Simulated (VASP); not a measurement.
Write the native input for VASP 6.6.1 that does the following.

```yaml
Task: single point
Functional: PBE
Potentials_or_basis: VASP PAW PBE potentials, release 64 (Ir, O)
Cutoff: 520 eV
k_mesh: 12 × 12 × 1
Occupations: gaussian, width 0.1 eV
Spin: no spin polarisation
Dipole_correction: yes
Further_INCAR_settings: ALGO = Normal; EDIFF = 1e-06; NBANDS = 24
```

The structure of Ir3O lies in POSCAR:

```
Ir3O
1.0
    2.7367600872      0.0000000000      0.0000000000
   -1.3683800436      2.3701037596      0.0000000000
    0.0000000000      0.0000000000     19.8425800730
Ir O
3 1
Direct
    0.6666666667      0.3333333333      0.2015866881
    0.3333333333      0.6666666667      0.3110139949
    0.0000000000      0.0000000000      0.4204382718
    0.6666666667      0.3333333333      0.4860645936
```

One way to write it, as run:

INCAR

```
SYSTEM = Ir3O
PREC     = Accurate       ! precision mode
ENCUT    = 520            ! plane-wave cutoff, eV
EDIFF    = 1E-6           ! SCF threshold, eV
ISMEAR   = 0              ! smearing method
SIGMA    = 0.1            ! smearing width, eV
LREAL    = .False.        ! projectors in reciprocal space
LASPH    = .True.         ! aspherical terms in the spheres
NELM     = 60             ! most SCF steps
ALGO     = Normal         ! electronic algorithm
ISIF     = 2              ! what is computed and relaxed
LWAVE    = .False.        ! write WAVECAR
LCHARG   = .True.         ! write CHGCAR
LDIPOL   = .True.       
IDIPOL   = 3            
DIPOL    = 0.5 0.5 0.355
GGA      = PE             ! functional
LELF     = .True.         ! ELF
LVHAR    = .True.       
LVACPOTAV= .True.       
NBANDS   = 24             ! bands
```

KPOINTS

```
regular mesh
0
Gamma
  12 12 1
  0 0 0
```

Potentials or basis: VASP PAW PBE potentials, release 64 (Ir, O).

Launch:

```bash
$ cat potpaw_PBE.64/Ir/POTCAR potpaw_PBE.64/O/POTCAR > POTCAR
$ mpirun -np 1 vasp_std > vasp.out
```

Results of the run:

```json
{
  "Largest force": "0.698 eV/Å",
  "Band gap on the k mesh": "zero (an odd number of electrons rules out a gap without spin polarisation)"
}
```

Caveat: spin-orbit coupling is left out, which moves the levels of the heavy elements.

It took 74 s on 1 thread of Intel(R) Xeon(R) Platinum 8488C (Sapphire Rapids), with other jobs on the host, peak memory 0.25 GiB.
